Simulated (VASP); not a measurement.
# ZrB4C2 (I4/mmm) in VASP: notebook

ZrB4C2 is run at these levels: PBE; tasks: single point, relaxation of cell and atoms.

Program: VASP 6.6.1. These are calculated values, not measurements. Logs are shortened: lines on timing, memory, paths and dates and some standing lists are left out, and cuts for length are marked.

## (1) The cell of the first run

Symmetry: I4/mmm, No. 139, tetragonal system. The conventional cell has a = 5.303 Å, b = 5.303 Å, c = 4.428 Å, α = 90.00°, β = 90.00°, γ = 90.00°. Zr (site symmetry 4/mmm) has 12 B at 2.51 to 2.54 Å and 8 C at 2.87 Å within 3.3 Å. Within 2.3 Å of B (site symmetry m2m) lie 2 B at 1.76 Å and 4 C at 2.27 Å. C (site symmetry -4m2) has 2 C at 2.21 Å and 8 B at 2.27 Å and 4 Zr at 2.87 Å within 2.9 Å.

The cell was built from a structure type or drawn by symmetry, and may not be a known phase.

## (2) Single point, PBE

The input, INCAR:

```
PREC     = Accurate       # precision mode
ENCUT    = 520            # plane-wave cutoff, eV
EDIFF    = 1E-6           # SCF threshold, eV
ISMEAR   = 0              # smearing method
SIGMA    = 0.1            # smearing width, eV
LREAL    = F              # projectors in reciprocal space
LASPH    = T              # aspherical terms in the spheres
NELM     = 80             # most SCF steps
ALGO     = Normal         # electronic algorithm
ISIF     = 2              # what is computed and relaxed
LWAVE    = F              # write WAVECAR
LCHARG   = F              # write CHGCAR
GGA      = PE             # functional
NBANDS   = 25             # bands
```

The input, KPOINTS:

```
regular mesh
0
Gamma
  12 12 12
```

The input, POSCAR:

```
ZrB4C2
1.0
   -2.6514979705      2.6514979705      2.2139654053
    2.6514979705     -2.6514979705      2.2139654053
    2.6514979705      2.6514979705     -2.2139654053
Zr B C
1 4 2
Direct
    0.0000000000      0.0000000000      0.0000000000
    0.3343861948      0.3343861948      0.6687723896
    0.6656138052      0.3343861948      0.0000000000
    0.3343861948      0.6656138052      0.0000000000
    0.6656138052      0.6656138052      0.3312276104
    0.2500000000      0.7500000000      0.5000000000
    0.7500000000      0.2500000000      0.5000000000
```

Potentials or basis: VASP PAW PBE potentials, release 64 (Zr_sv, B, C).

Launch:

```bash
$ cat potpaw_PBE.64/Zr_sv/POTCAR potpaw_PBE.64/B/POTCAR potpaw_PBE.64/C/POTCAR > POTCAR
$ mpirun -np 1 vasp_std > vasp.out
```

OUTCAR:

```text
PREC = Accurate
   ENCUT = 520
   EDIFF = 1E-6
   ISMEAR = 0
   LREAL = F
   LASPH = T
   NELM = 80
   ISIF = 2
   GGA = PE

 ion  position               nearest neighbor table
   1  0.000  0.000  0.000-   3 2.51   4 2.51   2 2.51   5 2.51   5 2.54   2 2.54   3 2.54   4 2.54
                             3 2.54   4 2.54   5 2.54   2 2.54   6 2.87   6 2.87   7 2.87   7 2.87
   2  0.334  0.334  0.669-   3 1.76   4 1.76   1 2.51   1 2.54   1 2.54
   3  0.666  0.334  0.000-   2 1.76   5 1.76   1 2.51   1 2.54   1 2.54
   4  0.334  0.666  0.000-   2 1.76   5 1.76   1 2.51   1 2.54   1 2.54
   5  0.666  0.666  0.331-   3 1.76   4 1.76   1 2.51   1 2.54   1 2.54
   6  0.250  0.750  0.500-   1 2.87   1 2.87   1 2.87   1 2.87
   7  0.750  0.250  0.500-   1 2.87   1 2.87   1 2.87   1 2.87

  LATTYP: Found a body centered tetragonal cell.
 ALAT       =     5.3029959410
 C/A-ratio  =     0.8349866490

  Lattice vectors:

 A1 = (  -2.6514979705,   2.6514979705,   2.2139654053)
 A2 = (   2.6514979705,  -2.6514979705,   2.2139654053)
 A3 = (   2.6514979705,   2.6514979705,  -2.2139654053)

Analysis of symmetry for initial positions (statically):
=====================================================================
 Subroutine PRICEL returns:
 Original cell was already a primitive cell.

 Routine SETGRP: Setting up the symmetry group for a
 body centered tetragonal supercell.

 Subroutine GETGRP returns: Found 16 space group operations
 (whereof 16 operations were pure point group operations)
 out of a pool of 16 trial point group operations.

The static configuration has the point symmetry D_4h.

Analysis of symmetry for dynamics (positions and initial velocities):
=====================================================================
 Subroutine PRICEL returns:
 Original cell was already a primitive cell.

 Routine SETGRP: Setting up the symmetry group for a
 body centered tetragonal supercell.

 Subroutine GETGRP returns: Found 16 space group operations
 (whereof 16 operations were pure point group operations)
 out of a pool of 16 trial point group operations.

The dynamic configuration has the point symmetry D_4h.

 Subroutine INISYM returns: Found 16 space group operations
 (whereof 16 operations are pure point group operations),
 and found     1 'primitive' translations

----------------------------------------------------------------------------------------

[... 106 lines left out ...]
   IBRION =     -1    ionic relax: 0-MD 1-quasi-New 2-CG
   NFREE  =      0    steps in history (QN), initial steepest desc. (CG)
   ISIF   =      2    stress and relaxation
   ISYM   =      2    0-nonsym 1-usesym 2-fastsym
   POTIM  = 0.5000    time-step for ionic-motion
   TEBEG  =    0.0;   TEEND  =   0.0 temperature during run
   PSTRESS=    0.0 pullay stress
   NELECT =      32.0000    total number of electrons
   NUPDOWN=      -1.0000    fix difference up-down
   EMIN   =  10.00;   EMAX   =-10.00  energy-range for DOS
   EFERMI =   0.00;   METHOD = LEGACY
   ISMEAR =     0;   SIGMA  =   0.10  broadening in eV -4-tet -1-fermi 0-gaus
   EFERMI_NEDOS =   21; number of points for ismear=-14 and -15
   IALGO  =     38    algorithm
   IMIX   =      4    mixing-type and parameters
     AMIX     =   0.40;   BMIX     =  1.00
     AMIX_MAG =   1.60;   BMIX_MAG =  1.00
  volume/ion in A,a.u.               =       8.89        60.02
  Fermi-wavevector in a.u.,A,eV,Ry     =   1.311355  2.478102 23.397293  1.719653
  Thomas-Fermi vector in A             =   2.441822
   LORBIT       =      0    0 simple, 1 ext, 2 COOP (PROOUT), +10 PAW based schemes
   GGA     = PE    functional components
   LHFCALC =     F    Hartree Fock is set to
   AEXX    =    0.0000 exact exchange contribution
   IVDW    =     0    specifies the selected vdW correction
   LEPSILON=     F    determine dielectric tensor
   LRPA    =     F    only Hartree local field effects (RPA)
 non-spin polarized calculation
 Gauss-broadening in eV      SIGMA  =   0.10
  energy-cutoff  :      520.00
  volume of cell :       62.26
 maximum number of plane-waves:      1716
   NGX = 17   NGY = 17   NGZ = 17

 number of electron      32.0000001 magnetization

 Free energy of the ion-electron system (eV)
  ---------------------------------------------------
  ext. energy  EPLUGINS =         0.00000000
  ---------------------------------------------------
  free energy    TOTEN  =       -41.50216436 eV

  energy without entropy =      -41.48781869  energy(sigma->0) =      -41.49499152

 E-fermi :   8.5234     XC(G=0): -12.2219

 val. band max:        8.5207733576   @ k =  -0.3333   0.3333   0.1667
 cond. band min:       8.5284227101   @ k =   0.4167   0.3333   0.0833
 fundamental gap:      0.0076493524
 Fermi energy:         8.5234407800

 k-point     1 :       0.0000    0.0000    0.0000
  band No.  band energies     occupation
      1     -40.0349      2.00000
      2     -18.1940      2.00000
      3     -18.1834      2.00000
      4     -18.1834      2.00000
      5      -6.8632      2.00000
      6      -0.7910      2.00000
[... 661 lines left out ...]
     24      13.0381      0.00000
     25      14.8988      0.00000

 [... further k-points ...]

------------------------ aborting loop because EDIFF is reached ----------------------------------------

  FORCE on cell =-STRESS in cart. coord.  units (eV):
  Direction    XX          YY          ZZ          XY          YZ          ZX
  --------------------------------------------------------------------------------------
  -------------------------------------------------------------------------------------
  Total        0.0335933      0.0335933      0.0394766      0.0000000      0.0000000      0.0000000
  in kB        0.8644694      0.8644694      1.0158684      0.0000000      0.0000000      0.0000000
  external PRESSURE =       0.9149357 kB  Pullay stress =       0.0000000 kB

 VOLUME and BASIS-vectors are now :
 -----------------------------------------------------------------------------
  energy-cutoff  :      520.00
  volume of cell :       62.26
      direct lattice vectors                 reciprocal lattice vectors
    -2.651497970  2.651497970  2.213965405     0.000000000  0.188572650  0.225839121
     2.651497970 -2.651497970  2.213965405     0.188572650  0.000000000  0.225839121
     2.651497970  2.651497970 -2.213965405     0.188572650  0.188572650  0.000000000

 POSITION                                       TOTAL-FORCE (eV/Angst)
 -----------------------------------------------------------------------------------
      0.00000      0.00000      0.00000        -0.000000      0.000000     -0.000000
      1.77325      1.77325     -0.00000        -0.005932     -0.005932      0.000000
     -0.87825      0.87825      2.21397        -0.005932      0.005932     -0.000000
      0.87825     -0.87825      2.21397         0.005932     -0.005932     -0.000000
      0.87825      0.87825      2.21397         0.005932      0.005932     -0.000000
      2.65150     -0.00000      1.10698        -0.000000      0.000000     -0.000000
     -0.00000      2.65150      1.10698        -0.000000      0.000000     -0.000000
 -----------------------------------------------------------------------------------
    total drift:                                0.000000     -0.000000      0.000000

  FREE ENERGIE OF THE ION-ELECTRON SYSTEM (eV)
  ---------------------------------------------------
  free  energy   TOTEN  =       -41.5021643573 eV

  energy  without entropy=      -41.4878186875  energy(sigma->0) =      -41.49499152
```

Run time: 3.2 min. Hardware: 1 thread of Intel Xeon Platinum 8259CL at 2.50GHz (Skylake/Cascade Lake), shared host; peak memory 0.35 GiB.

What came out:

```
Free energy            : -41.5022 eV
Pressure               : 0.1 GPa
Largest force          : 0.008 eV/Å
Band gap on the k mesh : zero (bands 16 and 17 overlap by 1.98 eV)
```

Forces in eV/Å, atoms in the order of the input:
```
Zr   0.000  0.000  0.000
B   -0.006 -0.006  0.000
B   -0.006  0.006  0.000
B    0.006 -0.006  0.000
B    0.006  0.006  0.000
C    0.000  0.000  0.000
C    0.000  0.000  0.000
```

## (3) Relaxation of cell and atoms, PBE

This run uses another cell than the first one, of 8.94 Å³/atom.

The input, INCAR:

```
ALGO = Normal
EDIFF = 1E-6
EDIFFG = -0.01
ENCUT = 600
GGA = PE
IBRION = 2
ISIF = 3
ISMEAR = 0
LASPH = True
LCHARG = False
LREAL = False
LWAVE = False
NELM = 100
NSW = 100
PREC = Accurate
SIGMA = 0.1
```

The input, KPOINTS:

```
k-points
0
Gamma
  12 12 12
```

The input, POSCAR:

```
ZrB4C2
1.0
   -2.6504033389      2.6504033389      2.2265914737
    2.6504033389     -2.6504033389      2.2265914737
    2.6504033389      2.6504033389     -2.2265914737
Zr B C
1 4 2
Direct
    0.0000000000      0.0000000000      0.0000000000
    0.3344338365      0.3344338365      0.6688676730
    0.6655661635      0.3344338365      0.0000000000
    0.3344338365      0.6655661635      0.0000000000
    0.6655661635      0.6655661635      0.3311323270
    0.2500000000      0.7500000000      0.5000000000
    0.7500000000      0.2500000000      0.5000000000
```

Potentials or basis: VASP PAW PBE potentials, release 64 (Zr_sv, B, C).

Launch:

```bash
$ cat potpaw_PBE.64/Zr_sv/POTCAR potpaw_PBE.64/B/POTCAR potpaw_PBE.64/C/POTCAR > POTCAR
$ mpirun -np 1 vasp_std > vasp.out
```

Wall time 8.8 min (1 thread of Intel Xeon Platinum 8259CL at 2.50GHz (Skylake/Cascade Lake), shared host); peak memory 0.4 GiB.

Results (log left out):

```
Free energy                           : -41.5054 eV
Relaxed volume                        : 8.89 Å³/atom
Relaxed cell                          : a = 4.354 Å, b = 4.354 Å, c = 4.354 Å, α = 105.05°, β = 105.05°, γ = 118.74°
Space group after relaxing (to 0.1 Å) : I4/mmm (No. 139)
Energy gained by relaxing             : 0.1 meV/atom
Ionic steps                           : 4
Pressure after relaxing               : 0.1 GPa
Largest force after relaxing          : 0.004 eV/Å
Band gap on the k mesh                : zero (bands 16 and 17 overlap by 2.00 eV)
```

Forces in eV/Å, atoms in the order of the input:
```
Zr   0.000  0.000  0.000
B    0.003  0.003  0.000
B    0.003 -0.003  0.000
B   -0.003  0.003  0.000
B   -0.003 -0.003  0.000
C    0.000  0.000  0.000
C    0.000  0.000  0.000
```

Stress tensor (GPa, compression positive):
```
 0.16  0.00  0.00
 0.00  0.16  0.00
 0.00  0.00 -0.13
```

Step by step:
```tsv
step	energy change (eV)	largest force (eV/Å)	pressure (GPa)	volume (Å³)
1	0.0000	0.0053	-0.64	62.56
2	-0.0007	0.0250	0.20	62.24
3	-0.0007	0.0232	0.14	62.27
4	-0.0009	0.0044	0.06	62.26
```

Final structure:
```
CELL_PARAMETERS angstrom
-2.64891 2.64891 2.21817
2.64891 -2.64891 2.21817
2.64891 2.64891 -2.21817
ATOMIC_POSITIONS crystal
Zr 0.00000 0.00000 0.00000
B 0.33425 0.33425 0.66850
B 0.66575 0.33425 0.00000
B 0.33425 0.66575 0.00000
B 0.66575 0.66575 0.33150
C 0.25000 0.75000 0.50000
C 0.75000 0.25000 0.50000
```

Levels at points of the mesh, in eV from the Fermi level:
```csv
k point,band 13,band 14,band 15,band 16,band 17,band 18,band 19,band 20
"(0.00, 0.00, 0.00)",-5.53,-1.35,-1.12,-1.12,-0.52,0.38,3.01,3.01
"(0.50, 0.00, 0.00)",-2.19,-1.89,-0.84,-0.08,0.91,1.30,1.64,1.97
"(0.50, 0.50, 0.00)",-1.76,-1.76,-1.02,-0.39,-0.15,0.12,0.73,2.25
"(0.50, 0.50, 0.50)",-1.03,-0.57,-0.57,-0.30,1.09,1.42,1.96,2.74
```
